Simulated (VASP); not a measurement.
Wanted: the native input for a VASP 6.6.1 run.

| Item | Value |
| --- | --- |
| Task | single point |
| Functional | r2SCAN |
| Potentials or basis | VASP PAW PBE potentials, release 64 (Sr_sv, O) |
| Cutoff | 520 eV |
| k mesh | 9 × 9 × 5 |
| Occupations | fermi-dirac, width 0.05 eV |
| Spin | no spin polarisation |
| Dipole correction | no |
| Further INCAR settings | ALGO = Normal; EDIFF = 1e-06; NBANDS = 24 |

SrO:

```xyz
4
Lattice="3.5768 0.0000 0.0000 -1.7884 3.0976 0.0000 0.0000 0.0000 6.2585" Properties=species:S:1:pos:R:3 pbc="T T T"
Sr    1.7884    1.0325    4.6939
Sr    0.0000    2.0651    1.5646
O     0.0000    0.0000    3.1292
O     0.0000    0.0000    0.0000
```

These files were run (other wordings do the same):

POSCAR

```
SrO
1.0
    3.5768204852      0.0000000000      0.0000000000
   -1.7884102426      3.0976174050      0.0000000000
    0.0000000000      0.0000000000      6.2584793785
Sr O
2 2
Direct
    0.6666666667      0.3333333333      0.7500000000
    0.3333333333      0.6666666667      0.2500000000
    0.0000000000      0.0000000000      0.5000000000
    0.0000000000      0.0000000000      0.0000000000
```

INCAR.step1

```
PREC = Accurate
ENCUT = 520
ISMEAR = -1
SIGMA = 0.05
LREAL = False
LASPH = True
NELM = 60
NBANDS = 24
GGA = PE
ALGO = Normal
EDIFF = 1E-4
LWAVE = True
LCHARG = False
```

INCAR.step2

```
PREC = Accurate
ENCUT = 520
EDIFF = 1E-6
ISMEAR = -1
SIGMA = 0.05
LREAL = False
LASPH = True
NELM = 60
ALGO = Normal
ISIF = 2
LWAVE = False
LCHARG = False
METAGGA = R2SCAN
LMIXTAU = True
NBANDS = 24
ISTART = 1
```

KPOINTS

```
Automatic mesh
0
Gamma
  9 9 5
```

Potentials or basis: VASP PAW PBE potentials, release 64 (Sr_sv, O).

Command:

```sh
$ cat potpaw_PBE.64/Sr_sv/POTCAR potpaw_PBE.64/O/POTCAR > POTCAR
$ cp INCAR.step1 INCAR
$ mpirun -np 1 vasp_std > vasp.out
$ cp INCAR.step2 INCAR
$ mpirun -np 1 vasp_std > vasp.out
```

Results of the run:

- Pressure: -1.6 GPa
- Band gap on the k mesh: 3.51 eV (least direct gap 3.55 eV)

Caveat: the PAW data sets were made with another functional, which shifts forces and pressure a little.

It took 4.4 min on 1 thread of Intel Xeon 8259CL (shared host), peak memory 0.23 GiB.
